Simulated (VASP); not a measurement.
# NaBeF3 (Pmc2_1) in VASP: single point with PBE

Aim: the single point of NaBeF3 with PBE.

All numbers are computed with VASP 6.6.1; they aren't measurements. Logs are shortened: lines on timing, memory, paths and dates and some standing lists are left out, and cuts for length are marked.

**1. The cell of the first run**

The structure is orthorhombic, space group Pmc2_1 (No. 26). The conventional cell has a = 2.914 Å, b = 5.241 Å, c = 9.754 Å, α = 90.00°, β = 90.00°, γ = 90.00°. Na (site symmetry m) has 5 F at 2.20 to 2.34 Å and 2 Na at 2.91 Å within 3.0 Å. Be (site symmetry m) has 4 F at 1.51 to 1.70 Å within 2.0 Å. Within 2.4 Å of F (site symmetry m) lie 2 Be at 1.70 Å and 1 Na at 2.34 Å. Within 2.0 Å of F (site symmetry m) lie 1 Be at 1.52 Å. Within 2.0 Å of F (site symmetry m) lie 1 Be at 1.51 Å.

**2. Single point, PBE**

Input file POSCAR:

```
NaBeF3
1.0
    2.9139119000      0.0000000000      0.0000000000
    0.0000000000      5.2412149000      0.0000000000
    0.0000000000      0.0000000000      9.7544418000
Na Be F
2 2 6
Direct
    0.0000000000      0.1762370000      0.9050920000
    0.0000000000      0.8237630000      0.4050920000
    0.5000000000      0.3188950000      0.2186870000
    0.5000000000      0.6811050000      0.7186870000
    0.0000000000      0.4695820000      0.2582810000
    0.0000000000      0.5304180000      0.7582810000
    0.5000000000      0.0769480000      0.3040250000
    0.5000000000      0.9230520000      0.8040250000
    0.5000000000      0.2863210000      0.0644390000
    0.5000000000      0.7136790000      0.5644390000
```

Input file INCAR.step1:

```
PREC = Accurate ; ENCUT = 520
EDIFF = 1E-7 ; ISMEAR = 0
SIGMA = 0.02 ; LREAL = F
LASPH = T ; NELM = 100
ALGO = Normal ; ISIF = 2
LWAVE = F ; LCHARG = T
GGA = PE ; NBANDS = 41
```

Input file KPOINTS.step1:

```
regular mesh
0
Gamma
  8 4 4
```

Input file INCAR.step2:

```
PREC = Accurate ; ENCUT = 520
EDIFF = 1E-7 ; ISMEAR = -5
SIGMA = 0.02 ; LREAL = F
LASPH = T ; NELM = 100
ALGO = Normal ; ISIF = 2
LWAVE = F ; LCHARG = F
GGA = PE ; LORBIT = 11
NBANDS = 41 ; NEDOS = 2001
ICHARG = 11
```

Input file KPOINTS.step2:

```
regular mesh
0
Gamma
  12 6 6
```

Potentials or basis: VASP PAW PBE potentials, release 64 (Na_pv, Be, F).

Launch:

```sh
> cat potpaw_PBE.64/Na_pv/POTCAR potpaw_PBE.64/Be/POTCAR potpaw_PBE.64/F/POTCAR > POTCAR
> cp INCAR.step1 INCAR
> cp KPOINTS.step1 KPOINTS
> mpirun -np 1 vasp_std > vasp.out
> cp INCAR.step2 INCAR
> cp KPOINTS.step2 KPOINTS
> mpirun -np 1 vasp_std > vasp.out
```

OUTCAR:

```text
PREC = Accurate
   ENCUT = 520
   EDIFF = 1E-7
   ISMEAR = -5
   LREAL = F
   LASPH = T
   NELM = 100
   ISIF = 2
   GGA = PE
   LORBIT = 11
   ICHARG = 11

 ion  position               nearest neighbor table
   1  0.000  0.176  0.905-   8 2.20   8 2.20   9 2.21   9 2.21   6 2.34
   2  0.000  0.824  0.405-   7 2.20   7 2.20  10 2.21  10 2.21   5 2.34
   3  0.500  0.319  0.219-   9 1.51   7 1.52   5 1.70   5 1.70
   4  0.500  0.681  0.719-  10 1.51   8 1.52   6 1.70   6 1.70
   5  0.000  0.470  0.258-   3 1.70   3 1.70   2 2.34
   6  0.000  0.530  0.758-   4 1.70   4 1.70   1 2.34
   7  0.500  0.077  0.304-   3 1.52   2 2.20   2 2.20
   8  0.500  0.923  0.804-   4 1.52   1 2.20   1 2.20
   9  0.500  0.286  0.064-   3 1.51   1 2.21   1 2.21
  10  0.500  0.714  0.564-   4 1.51   2 2.21   2 2.21

  LATTYP: Found a simple orthorhombic cell.
 ALAT       =     2.9139119000
 B/A-ratio  =     1.7986868100
 C/A-ratio  =     3.3475417702

  Lattice vectors:

 A1 = (   2.9139119000,   0.0000000000,   0.0000000000)
 A2 = (   0.0000000000,   5.2412149000,   0.0000000000)
 A3 = (   0.0000000000,   0.0000000000,   9.7544418000)

Analysis of symmetry for initial positions (statically):
=====================================================================
 Subroutine PRICEL returns:
 Original cell was already a primitive cell.

 Routine SETGRP: Setting up the symmetry group for a
 simple orthorhombic supercell.

 Subroutine GETGRP returns: Found  4 space group operations
 (whereof  2 operations were pure point group operations)
 out of a pool of  8 trial point group operations.

The static configuration has the point symmetry C_1h.
 The point group associated with its full space group is C_2v.

Analysis of symmetry for dynamics (positions and initial velocities):
=====================================================================
 Subroutine PRICEL returns:
 Original cell was already a primitive cell.

 Routine SETGRP: Setting up the symmetry group for a
 simple orthorhombic supercell.

 Subroutine GETGRP returns: Found  4 space group operations
 (whereof  2 operations were pure point group operations)
 out of a pool of  8 trial point group operations.

The dynamic configuration has the point symmetry C_1h.
 The point group associated with its full space group is C_2v.

 Subroutine INISYM returns: Found  4 space group operations
 (whereof  2 operations are pure point group operations),
 and found     1 'primitive' translations

----------------------------------------------------------------------------------------

                                     Primitive cell

  volume of cell :     148.9741

  direct lattice vectors                    reciprocal lattice vectors
     2.913911900  0.000000000  0.000000000     0.343181275  0.000000000  0.000000000
     0.000000000  5.241214900  0.000000000     0.000000000  0.190795459  0.000000000
     0.000000000  0.000000000  9.754441800     0.000000000  0.000000000  0.102517399

  length of vectors
     2.913911900  5.241214900  9.754441800     0.343181275  0.190795459  0.102517399

  position of ions in fractional coordinates (direct lattice)
     0.000000000  0.176237000  0.905092000
     0.000000000  0.823763000  0.405092000
     0.500000000  0.318895000  0.218687000
     0.500000000  0.681105000  0.718687000
     0.000000000  0.469582000  0.258281000
     0.000000000  0.530418000  0.758281000
     0.500000000  0.076948000  0.304025000
     0.500000000  0.923052000  0.804025000
     0.500000000  0.286321000  0.064439000
     0.500000000  0.713679000  0.564439000

  ion indices of the primitive-cell ions
   primitive index   ion index
                 1           1
                 2           2
                 3           3
                 4           4
                 5           5
                 6           6
                 7           7
                 8           8
                 9           9
                10          10

----------------------------------------------------------------------------------------

 KPOINTS: regular mesh

Automatic generation of k-mesh.
 Grid dimensions read from file:
 generate k-points for:   12    6    6

 Generating k-lattice:

  Cartesian coordinates                     Fractional coordinates (reciprocal lattice)
     0.028598440  0.000000000  0.000000000     0.083333333  0.000000000  0.000000000
     0.000000000  0.031799243  0.000000000     0.000000000  0.166666667  0.000000000
     0.000000000  0.000000000  0.017086233     0.000000000  0.000000000  0.166666667

  Length of vectors
     0.028598440  0.031799243  0.017086233

  Shift w.r.t. Gamma in fractional coordinates (k-lattice)
     0.000000000  0.000000000  0.000000000

 TETIRR: Found   1296 inequivalent tetrahedra from     2592

 Subroutine IBZKPT returns following result:
 ===========================================

 Found    112 irreducible k-points:

 Following reciprocal coordinates:
            Coordinates               Weight
  0.000000  0.000000  0.000000      1.000000
  0.083333  0.000000  0.000000      2.000000
  0.166667  0.000000  0.000000      2.000000
  0.250000  0.000000  0.000000      2.000000
  0.333333  0.000000  0.000000      2.000000
  0.416667  0.000000  0.000000      2.000000
[... 16 lines left out ...]
  0.083333  0.500000  0.000000      2.000000
  0.166667  0.500000  0.000000      2.000000
 [... further k-points ...]
   k-points           NKPTS =    112   k-points in BZ     NKDIM =    112   number of bands    NBANDS=     41
   number of dos      NEDOS =   2001   number of ions     NIONS =     10
   total plane-waves  NPLWV =  76800
   dimension x,y,z NGX =    24 NGY =   40 NGZ =   80
   dimension x,y,z NGXF=    48 NGYF=   80 NGZF=  160
   ions per type =               2   2   6
   NGX,Y,Z   is equivalent  to a cutoff of  13.69, 12.69, 13.63 a.u.
   NGXF,Y,Z  is equivalent  to a cutoff of  27.39, 25.38, 27.27 a.u.
 SYSTEM =  unknown system
   PREC   = accura    normal or accurate (medium, high low for compatibility)
   ISTART =      0    job   : 0-new  1-cont  2-samecut
   ICHARG =     11    charge: 1-file 2-atom 10-const
   ISPIN  =      1    spin polarized calculation?
   LNONCOLLINEAR =      F non collinear calculations
   LSORBIT =      F    spin-orbit coupling
   LASPH  =      T    aspherical Exc in radial PAW
   ENCUT  =  520.0 eV  38.22 Ry    6.18 a.u.   5.42  9.75 18.14*2*pi/ulx,y,z
   NELM   =    100;   NELMIN=  2; NELMDL=  0     # of ELM steps
   EDIFF  = 0.1E-06   stopping-criterion for ELM
   LREAL  =      F    real-space projection
   EDIFFG = 0.1E-05   stopping-criterion for IOM
   NSW    =      0    number of steps for IOM
   IBRION =     -1    ionic relax: 0-MD 1-quasi-New 2-CG
   NFREE  =      0    steps in history (QN), initial steepest desc. (CG)
   ISIF   =      2    stress and relaxation
   ISYM   =      2    0-nonsym 1-usesym 2-fastsym
   POTIM  = 0.5000    time-step for ionic-motion
   TEBEG  =    0.0;   TEEND  =   0.0 temperature during run
   PSTRESS=    0.0 pullay stress
   NELECT =      60.0000    total number of electrons
   NUPDOWN=      -1.0000    fix difference up-down
   EMIN   =  10.00;   EMAX   =-10.00  energy-range for DOS
   EFERMI =   0.00;   METHOD = LEGACY
   ISMEAR =    -5;   SIGMA  =   0.02  broadening in eV -4-tet -1-fermi 0-gaus
   EFERMI_NEDOS =   21; number of points for ismear=-14 and -15
   IALGO  =     38    algorithm
   IMIX   =      4    mixing-type and parameters
     AMIX     =   0.40;   BMIX     =  1.00
     AMIX_MAG =   1.60;   BMIX_MAG =  1.00
  volume/ion in A,a.u.               =      14.90       100.53
  Fermi-wavevector in a.u.,A,eV,Ry     =   1.208987  2.284654 19.886951  1.461650
  Thomas-Fermi vector in A             =   2.344578
   LORBIT       =     11    0 simple, 1 ext, 2 COOP (PROOUT), +10 PAW based schemes
   GGA     = PE    functional components
   LHFCALC =     F    Hartree Fock is set to
   AEXX    =    0.0000 exact exchange contribution
   IVDW    =     0    specifies the selected vdW correction
   LEPSILON=     F    determine dielectric tensor
   LRPA    =     F    only Hartree local field effects (RPA)
 non-spin polarized calculation
 Fermi weights with tetrahedron method with Bloechl corrections
  energy-cutoff  :      520.00
  volume of cell :      148.97
 maximum number of plane-waves:      4060
 NGX is ok and might be reduce to    24

 number of electron      60.0000004 magnetization

 Free energy of the ion-electron system (eV)
  ---------------------------------------------------
  ext. energy  EPLUGINS =         0.00000000
  ---------------------------------------------------
  free energy    TOTEN  =       -51.28008764 eV

  energy without entropy =      -51.28008764  energy(sigma->0) =      -51.28008764

 E-fermi :  -3.7753     XC(G=0):  -7.4984

 val. band max:       -3.7797453466   @ k =   0.0000   0.5000   0.0000
 cond. band min:       2.9281838674   @ k =   0.0000   0.0000   0.0000
 fundamental gap:      6.7079292140
 Fermi energy:        -3.7753225617

 k-point     1 :       0.0000    0.0000    0.0000
  band No.  band energies     occupation
      1     -24.5226      2.00000
      2     -24.5020      2.00000
      3     -23.7564      2.00000
      4     -23.7502      2.00000
      5     -23.5914      2.00000
      6     -23.5243      2.00000
[... 1045 lines left out ...]
     40      10.4743      0.00000
     41      10.9582      0.00000

 [... further k-points ...]

------------------------ aborting loop because EDIFF is reached ----------------------------------------

  FORCE on cell =-STRESS in cart. coord.  units (eV):
  Direction    XX          YY          ZZ          XY          YZ          ZX
  --------------------------------------------------------------------------------------
  -------------------------------------------------------------------------------------
  Total       -0.0045045     -0.0686262     -0.0102491      0.0000000      0.0000000      0.0000000
  in kB       -0.0484446     -0.7380568     -0.1102266      0.0000000      0.0000000      0.0000000
  external PRESSURE =      -0.2989093 kB  Pullay stress =       0.0000000 kB

 VOLUME and BASIS-vectors are now :
 -----------------------------------------------------------------------------
  energy-cutoff  :      520.00
  volume of cell :      148.97
      direct lattice vectors                 reciprocal lattice vectors
     2.913911900  0.000000000  0.000000000     0.343181275  0.000000000  0.000000000
     0.000000000  5.241214900  0.000000000     0.000000000  0.190795459  0.000000000
     0.000000000  0.000000000  9.754441800     0.000000000  0.000000000  0.102517399

 POSITION                                       TOTAL-FORCE (eV/Angst)
 -----------------------------------------------------------------------------------
      0.00000      0.92370      8.82867         0.000000      0.007834     -0.004985
      0.00000      4.31752      3.95145         0.000000     -0.007834     -0.004985
      1.45696      1.67140      2.13317         0.000000      0.028206      0.007147
      1.45696      3.56982      7.01039         0.000000     -0.028206      0.007147
      0.00000      2.46118      2.51939         0.000000      0.012340      0.012615
      0.00000      2.78003      7.39661         0.000000     -0.012340      0.012615
      1.45696      0.40330      2.96559         0.000000     -0.023494      0.013766
      1.45696      4.83791      7.84282         0.000000      0.023494      0.013766
      1.45696      1.50067      0.62857         0.000000     -0.003152     -0.028542
      1.45696      3.74055      5.50579         0.000000      0.003152     -0.028542
 -----------------------------------------------------------------------------------
    total drift:                                0.000000      0.000000      0.002814

  FREE ENERGIE OF THE ION-ELECTRON SYSTEM (eV)
  ---------------------------------------------------
  free  energy   TOTEN  =       -51.2800876404 eV

  energy  without entropy=      -51.2800876404  energy(sigma->0) =      -51.28008764

 total charge

# of ion       s       p       d       tot
------------------------------------------
    1        0.046   5.994   0.000   6.040
    2        0.046   5.994   0.000   6.040
    3        0.398   0.752   0.000   1.150
    4        0.398   0.752   0.000   1.150
    5        1.729   4.409   0.000   6.138
    6        1.729   4.409   0.000   6.138
    7        1.731   4.431   0.000   6.162
    8        1.731   4.431   0.000   6.162
    9        1.731   4.431   0.000   6.162
   10        1.731   4.431   0.000   6.162
--------------------------------------------------
tot         11.271  40.033   0.000  51.304
```

Wall time 16 min (1 thread of Intel Xeon 8259CL, shared host); peak memory 0.62 GiB.

Results:

* Valence electrons inside the program's atomic spheres: Na 6.04; Be 1.15; F 6.14, 6.16 (each value once)
